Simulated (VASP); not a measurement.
# Sb in VASP: further runs

The runs below take Sb through single point, with PBE+D3(BJ).

Program: VASP 6.6.1. These are calculated values, not measurements. Logs are shortened: lines on timing, memory, paths and dates and some standing lists are left out, and cuts for length are marked.

**1. The cell of the first run**

The cell holds a slab with vacuum, 4 atoms: a = 4.069 Å, b = 4.069 Å, c = 20.800 Å, α = 90.00°, β = 90.00°, γ = 120.00°.

**2. Single point, PBE+D3(BJ)**

INCAR

```
SYSTEM = Sb
PREC = Accurate
ENCUT = 520
EDIFF = 1E-6
ISMEAR = 0
SIGMA = 0.05
LREAL = .False.
LASPH = .True.
NELM = 80
ALGO = Normal
ISIF = 2
LWAVE = .False.
LCHARG = .False.
LDIPOL = .True.
IDIPOL = 3
DIPOL = 0.5 0.5 0.391
GGA = PE
IVDW = 12
NBANDS = 18
```

KPOINTS

```
Automatic mesh
0
Gamma
  9 9 1
  0 0 0
```

POSCAR

```
Sb
1.0
    4.0686848921      0.0000000000      0.0000000000
   -2.0343424461      3.5235844766      0.0000000000
    0.0000000000      0.0000000000     20.8000277116
Sb
4
Direct
    0.3333333333      0.6666666667      0.2957702397
    0.6666666667      0.3333333333      0.2163458656
    0.0000000000      1.0000000000      0.5660401294
    0.3333333333      0.6666666667      0.4866201415
```

Potentials or basis: VASP PAW PBE potentials, release 64 (Sb).

The run is started by

```bash
> cat potpaw_PBE.64/Sb/POTCAR > POTCAR
> mpirun -np 1 vasp_std > vasp.out
```

OUTCAR:

```text
SYSTEM = Sb
   PREC = Accurate
   ENCUT = 520
   EDIFF = 1E-6
   ISMEAR = 0
   LREAL = .False.
   LASPH = .True.
   NELM = 80
   ISIF = 2
   GGA = PE
   IVDW = 12
 IVDW          = 12

 ion  position               nearest neighbor table
   1  0.333  0.667  0.296-   2 2.87   2 2.87   2 2.87
   2  0.667  0.333  0.216-   1 2.87   1 2.87   1 2.87
   3  0.000  0.000  0.566-   4 2.87   4 2.87   4 2.87
   4  0.333  0.667  0.487-   3 2.87   3 2.87   3 2.87

  LATTYP: Found a hexagonal cell.
 ALAT       =     4.0686848921
 C/A-ratio  =     5.1122237930

  Lattice vectors:

 A1 = (   4.0686848921,   0.0000000000,   0.0000000000)
 A2 = (  -2.0343424461,   3.5235844766,   0.0000000000)
 A3 = (   0.0000000000,   0.0000000000,  20.8000277116)

Analysis of symmetry for initial positions (statically):
=====================================================================
 Subroutine PRICEL returns:
 Original cell was already a primitive cell.

 Routine SETGRP: Setting up the symmetry group for a
 hexagonal supercell.

 Subroutine GETGRP returns: Found 12 space group operations
 (whereof  6 operations were pure point group operations)
 out of a pool of 24 trial point group operations.

The static configuration has the point symmetry C_3v.
 The point group associated with its full space group is D_3d.

Analysis of symmetry for dynamics (positions and initial velocities):
=====================================================================
 Subroutine PRICEL returns:
 Original cell was already a primitive cell.

 Routine SETGRP: Setting up the symmetry group for a
 hexagonal supercell.

 Subroutine GETGRP returns: Found 12 space group operations
 (whereof  6 operations were pure point group operations)
 out of a pool of 24 trial point group operations.

The dynamic configuration has the point symmetry C_3v.
 The point group associated with its full space group is D_3d.

 Subroutine INISYM returns: Found 12 space group operations
 (whereof  6 operations are pure point group operations),
 and found     1 'primitive' translations

----------------------------------------------------------------------------------------

                                     Primitive cell

  volume of cell :     298.1966

  direct lattice vectors                    reciprocal lattice vectors
     4.068684892  0.000000000  0.000000000     0.245779663  0.141900954  0.000000000
    -2.034342446  3.523584477  0.000000000     0.000000000  0.283801909  0.000000000
     0.000000000  0.000000000 20.800027712     0.000000000  0.000000000  0.048076859

  length of vectors
     4.068684892  4.068684892 20.800027712     0.283801909  0.283801909  0.048076859

  position of ions in fractional coordinates (direct lattice)
     0.333333333  0.666666667  0.295770240
     0.666666667  0.333333333  0.216345866
     0.000000000  0.000000000  0.566040129
     0.333333333  0.666666667  0.486620141

  ion indices of the primitive-cell ions
   primitive index   ion index
                 1           1
                 2           2
                 3           3
                 4           4

----------------------------------------------------------------------------------------

 KPOINTS: Automatic mesh

Automatic generation of k-mesh.
 Grid dimensions read from file:
 generate k-points for:    9    9    1

 Generating k-lattice:

  Cartesian coordinates                     Fractional coordinates (reciprocal lattice)
     0.027308851  0.015766773  0.000000000     0.111111111 -0.000000000  0.000000000
     0.000000000  0.031533545  0.000000000     0.000000000  0.111111111  0.000000000
     0.000000000  0.000000000  0.048076859     0.000000000  0.000000000  1.000000000

  Length of vectors
     0.031533545  0.031533545  0.048076859

  Shift w.r.t. Gamma in fractional coordinates (k-lattice)
     0.000000000  0.000000000  0.000000000

 Subroutine IBZKPT returns following result:
 ===========================================

 Found     12 irreducible k-points:

 Following reciprocal coordinates:
            Coordinates               Weight
  0.000000  0.000000  0.000000      1.000000
  0.111111 -0.000000  0.000000      6.000000
  0.222222 -0.000000  0.000000      6.000000
  0.333333 -0.000000  0.000000      6.000000
  0.444444 -0.000000  0.000000      6.000000
  0.111111  0.111111  0.000000      6.000000
  0.222222  0.111111  0.000000     12.000000
  0.333333  0.111111  0.000000     12.000000
  0.444444  0.111111  0.000000      6.000000
  0.222222  0.222222  0.000000      6.000000
  0.333333  0.222222  0.000000     12.000000
  0.333333  0.333333  0.000000      2.000000
   k-points           NKPTS =     12   k-points in BZ     NKDIM =     12   number of bands    NBANDS=     18
   number of dos      NEDOS =    301   number of ions     NIONS =      4
   total plane-waves  NPLWV = 144000
   dimension x,y,z NGX =    30 NGY =   30 NGZ =  160
   dimension x,y,z NGXF=    60 NGYF=   60 NGZF=  320
   ions per type =               4
   NGX,Y,Z   is equivalent  to a cutoff of  12.26, 12.26, 12.79 a.u.
   NGXF,Y,Z  is equivalent  to a cutoff of  24.52, 24.52, 25.58 a.u.
 SYSTEM =  Sb
   PREC   = accura    normal or accurate (medium, high low for compatibility)
   ISTART =      0    job   : 0-new  1-cont  2-samecut
   ICHARG =      2    charge: 1-file 2-atom 10-const
   ISPIN  =      1    spin polarized calculation?
   LNONCOLLINEAR =      F non collinear calculations
   LSORBIT =      F    spin-orbit coupling
   LASPH  =      T    aspherical Exc in radial PAW
   ENCUT  =  520.0 eV  38.22 Ry    6.18 a.u.   7.57  7.57 38.67*2*pi/ulx,y,z
   NELM   =     80;   NELMIN=  2; NELMDL= -5     # of ELM steps
   EDIFF  = 0.1E-05   stopping-criterion for ELM
   LREAL  =      F    real-space projection
   EDIFFG = 0.1E-04   stopping-criterion for IOM
   NSW    =      0    number of steps for IOM
   IBRION =     -1    ionic relax: 0-MD 1-quasi-New 2-CG
   NFREE  =      0    steps in history (QN), initial steepest desc. (CG)
   ISIF   =      2    stress and relaxation
   ISYM   =      2    0-nonsym 1-usesym 2-fastsym
   POTIM  = 0.5000    time-step for ionic-motion
   TEBEG  =    0.0;   TEEND  =   0.0 temperature during run
   PSTRESS=    0.0 pullay stress
   NELECT =      20.0000    total number of electrons
   NUPDOWN=      -1.0000    fix difference up-down
   EMIN   =  10.00;   EMAX   =-10.00  energy-range for DOS
   EFERMI =   0.00;   METHOD = LEGACY
   ISMEAR =     0;   SIGMA  =   0.05  broadening in eV -4-tet -1-fermi 0-gaus
   EFERMI_NEDOS =   21; number of points for ismear=-14 and -15
   IALGO  =     38    algorithm
   IMIX   =      4    mixing-type and parameters
     AMIX     =   0.40;   BMIX     =  1.00
     AMIX_MAG =   1.60;   BMIX_MAG =  1.00
  volume/ion in A,a.u.               =      74.55       503.08
  Fermi-wavevector in a.u.,A,eV,Ry     =   0.665146  1.256945  6.019487  0.442420
  Thomas-Fermi vector in A             =   1.739052
   LORBIT       =      0    0 simple, 1 ext, 2 COOP (PROOUT), +10 PAW based schemes
   GGA     = PE    functional components
   LHFCALC =     F    Hartree Fock is set to
   AEXX    =    0.0000 exact exchange contribution
   IVDW    =    12    specifies the selected vdW correction
   LEPSILON=     F    determine dielectric tensor
   LRPA    =     F    only Hartree local field effects (RPA)
 non-spin polarized calculation
 Gauss-broadening in eV      SIGMA  =   0.05
  energy-cutoff  :      520.00
  volume of cell :      298.20
 maximum number of plane-waves:      8073
   NGX = 15   NGY = 15   NGZ = 77

 number of electron      20.0000001 magnetization

 dipolmoment           0.000000      0.000000     -0.000526 electrons x Angstroem

 Free energy of the ion-electron system (eV)
  ---------------------------------------------------
  ext. energy  EPLUGINS =         0.00000000
  ---------------------------------------------------
  free energy    TOTEN  =       -16.17452756 eV

  energy without entropy =      -16.17452756  energy(sigma->0) =      -16.17452756

 E-fermi :   0.1757     XC(G=0):  -4.7672

 val. band max:       -0.0898419700   @ k =   0.0000   0.0000   0.0000
 cond. band min:       0.7963099765   @ k =   0.3333  -0.0000   0.0000
 fundamental gap:      0.8861519465
 Fermi energy:         0.1756601696

 k-point     1 :       0.0000    0.0000    0.0000
  band No.  band energies     occupation
      1     -11.6412      2.00000
      2     -11.5852      2.00000
      3      -6.7745      2.00000
      4      -6.3817      2.00000
      5      -1.4516      2.00000
      6      -0.2932      2.00000
[... 10 lines left out ...]
     17       4.0725      0.00000
     18       4.4344      0.00000

 k-point     2 :       0.1111   -0.0000    0.0000
  band No.  band energies     occupation
      1     -11.5061      2.00000
      2     -11.4497      2.00000
      3      -6.7515      2.00000
      4      -6.3778      2.00000
      5      -1.4927      2.00000
      6      -1.2175      2.00000
[... 10 lines left out ...]
     17       4.2521      0.00000
     18       4.5834      0.00000

 k-point     3 :       0.2222   -0.0000    0.0000
  band No.  band energies     occupation
      1     -11.1093      2.00000
      2     -11.0511      2.00000
      3      -6.7887      2.00000
      4      -6.4872      2.00000
      5      -2.7517      2.00000
      6      -2.5391      2.00000
[... 10 lines left out ...]
     17       4.6251      0.00000
     18       4.9312      0.00000

 k-point     4 :       0.3333   -0.0000    0.0000
  band No.  band energies     occupation
      1     -10.4876      2.00000
      2     -10.4262      2.00000
      3      -7.1882      2.00000
      4      -7.0061      2.00000
      5      -3.4671      2.00000
      6      -3.1728      2.00000
[... 10 lines left out ...]
     17       5.0618      0.00000
     18       5.2908      0.00000

 k-point     5 :       0.4444   -0.0000    0.0000
  band No.  band energies     occupation
      1      -9.8040      2.00000
      2      -9.7390      2.00000
      3      -7.8948      2.00000
      4      -7.7886      2.00000
      5      -3.4335      2.00000
      6      -3.1721      2.00000
[... 10 lines left out ...]
     17       4.7871      0.00000
     18       5.2932      0.00000

 k-point     6 :       0.1111    0.1111    0.0000
  band No.  band energies     occupation
      1     -11.2398      2.00000
      2     -11.1822      2.00000
      3      -6.7555      2.00000
      4      -6.4273      2.00000
      5      -2.3327      2.00000
      6      -2.1282      2.00000
[... 10 lines left out ...]
     17       4.5501      0.00000
     18       4.8098      0.00000

 k-point     7 :       0.2222    0.1111    0.0000
  band No.  band energies     occupation
      1     -10.7259      2.00000
      2     -10.6658      2.00000
      3      -6.9705      2.00000
      4      -6.7426      2.00000
      5      -3.1759      2.00000
      6      -2.8971      2.00000
[... 10 lines left out ...]
     17       5.0028      0.00000
     18       5.2063      0.00000

 k-point     8 :       0.3333    0.1111    0.0000
  band No.  band energies     occupation
      1     -10.0344      2.00000
      2      -9.9700      2.00000
      3      -7.5921      2.00000
      4      -7.4603      2.00000
      5      -3.4296      2.00000
      6      -3.1662      2.00000
[... 10 lines left out ...]
     17       5.1538      0.00000
     18       5.5795      0.00000

 k-point     9 :       0.4444    0.1111    0.0000
  band No.  band energies     occupation
      1      -9.5499      2.00000
      2      -9.4835      2.00000
      3      -8.1024      2.00000
      4      -8.0092      2.00000
      5      -3.3697      2.00000
      6      -3.2261      2.00000
[... 10 lines left out ...]
     17       4.9158      0.00000
     18       5.3306      0.00000

 k-point    10 :       0.2222    0.2222    0.0000
  band No.  band energies     occupation
      1     -10.1225      2.00000
      2     -10.0585      2.00000
      3      -7.4437      2.00000
      4      -7.2963      2.00000
      5      -3.1636      2.00000
      6      -2.9411      2.00000
[... 10 lines left out ...]
     17       5.6337      0.00000
     18       5.6558      0.00000

 k-point    11 :       0.3333    0.2222    0.0000
  band No.  band energies     occupation
      1      -9.4228      2.00000
      2      -9.3524      2.00000
      3      -8.1200      2.00000
      4      -8.0219      2.00000
      5      -3.5156      2.00000
      6      -3.5072      2.00000
[... 10 lines left out ...]
     17       5.7272      0.00000
     18       5.8720      0.00000

 k-point    12 :       0.3333    0.3333    0.0000
  band No.  band energies     occupation
      1      -8.7963      2.00000
      2      -8.7019      2.00000
      3      -8.6960      2.00000
      4      -8.6367      2.00000
      5      -3.8068      2.00000
      6      -3.8017      2.00000
[... 10 lines left out ...]
     17       6.4217      0.00000
     18       6.4242      0.00000

------------------------ aborting loop because EDIFF is reached ----------------------------------------

 vacuum level on the upper side and lower side of the slab       (xc-potential included)        -0.128        -0.121

 Edisp (eV)   -1.14549

 E8    (eV) :    -0.5482

  FORCE on cell =-STRESS in cart. coord.  units (eV):
  Direction    XX          YY          ZZ          XY          YZ          ZX
  --------------------------------------------------------------------------------------
  -------------------------------------------------------------------------------------
  Total       0.04077     0.04077     0.24496    -0.00000     0.00000     0.00000
  in kB       0.21907     0.21907     1.31616    -0.00000     0.00000     0.00000
  external pressure =        0.58 kB  Pullay stress =        0.00 kB

 VOLUME and BASIS-vectors are now :
 -----------------------------------------------------------------------------
  energy-cutoff  :      520.00
  volume of cell :      298.20
      direct lattice vectors                 reciprocal lattice vectors
     4.068684892  0.000000000  0.000000000     0.245779663  0.141900954  0.000000000
    -2.034342446  3.523584477  0.000000000     0.000000000  0.283801909  0.000000000
     0.000000000  0.000000000 20.800027712     0.000000000  0.000000000  0.048076859

 POSITION                                       TOTAL-FORCE (eV/Angst)
 -----------------------------------------------------------------------------------
     -0.00000      2.34906      6.15203        -0.000000      0.000000      0.086285
      2.03434      1.17453      4.50000         0.000000      0.000000     -0.084130
      0.00000      0.00000     11.77365        -0.000000     -0.000000      0.084130
     -0.00000      2.34906     10.12171         0.000000      0.000000     -0.086285
 -----------------------------------------------------------------------------------
    total drift:                                0.000000     -0.000000     -0.029528

  FREE ENERGIE OF THE ION-ELECTRON SYSTEM (eV)
  ---------------------------------------------------
  free  energy   TOTEN  =       -17.3200217992 eV

  energy  without entropy=      -17.3200217992  energy(sigma->0) =      -17.32002180

 vacuum level on the upper side and lower side of the slab         4.525         4.533
```

Run time: 70 s. Hardware: 1 thread of Intel Xeon Platinum 8559C (Emerald Rapids), shared host; peak memory 0.38 GiB.

What came out:

```
Free energy                : -17.3200 eV
Largest force              : 0.086 eV/Å
Band gap on the k mesh     : 0.89 eV, indirect (least direct gap 1.39 eV)
Dispersion energy per atom : -0.286 eV
```

Forces on the atoms (eV/Å):
```
Sb   0.000  0.000  0.086
Sb   0.000  0.000 -0.084
Sb   0.000  0.000  0.084
Sb   0.000  0.000 -0.086
```

Caveat: spin-orbit coupling is left out, which moves the levels of the heavy elements.

**3. Single point, PBE+D3(BJ)**

INCAR

```
SYSTEM = Sb
  ALGO = Normal
  DIPOL = 0.5 0.5 0.368
  EDIFF = 1E-7
  ENCUT = 520
  GGA = PE
  IDIPOL = 3
  ISIF = 2
  ISMEAR = 0
  IVDW = 12
  LASPH = .TRUE.
  LCHARG = .FALSE.
  LDIPOL = .TRUE.
  LREAL = .FALSE.
  LWAVE = .FALSE.
  NBANDS = 18
  NELM = 100
  PREC = Accurate
  SIGMA = 0.05
```

KPOINTS

```
k-points
0
G
  9 9 1
  0 0 0
```

POSCAR

```
Sb
1.0
    4.0686848921      0.0000000000      0.0000000000
   -2.0343424461      3.5235844766      0.0000000000
    0.0000000000      0.0000000000     20.8000277116
Sb
4
Direct
    0.3333333333      0.6666666667      0.2958984407
    0.6666666667      0.3333333333      0.2163458656
    0.3333333333      1.6666666667      0.5190859644
    0.6666666667      1.3333333333      0.4395381766
```

Potentials or basis: VASP PAW PBE potentials, release 64 (Sb).

The run is started by

```bash
> cat potpaw_PBE.64/Sb/POTCAR > POTCAR
> mpirun -np 1 vasp_std > vasp.out
```

Wall time 76 s (1 thread of Intel Xeon Platinum 8559C (Emerald Rapids), shared host); peak memory 0.36 GiB.

The run converged. Its results:

| Quantity | Value |
| --- | --- |
| Free energy | -17.4965 eV |
| Largest force | 0.085 eV/Å |
| Band gap on the k mesh | 0.22 eV, indirect (least direct gap 1.32 eV) |
| Dispersion energy per atom | -0.324 eV |

Forces in eV/Å, atoms in the order of the input:
```
Sb   0.000  0.000  0.085
Sb   0.000  0.000 -0.078
Sb   0.000  0.000  0.078
Sb   0.000  0.000 -0.085
```

Levels at points of the mesh, in eV from the valence-band top:
```csv
k point,band 7,band 8,band 9,band 10,band 11,band 12,band 13,band 14
"(0.00, 0.00, 0.00)",-0.56,-0.33,-0.33,-0.24,1.11,2.11,2.28,2.28
```

Caveat: spin-orbit coupling is left out, which moves the levels of the heavy elements.
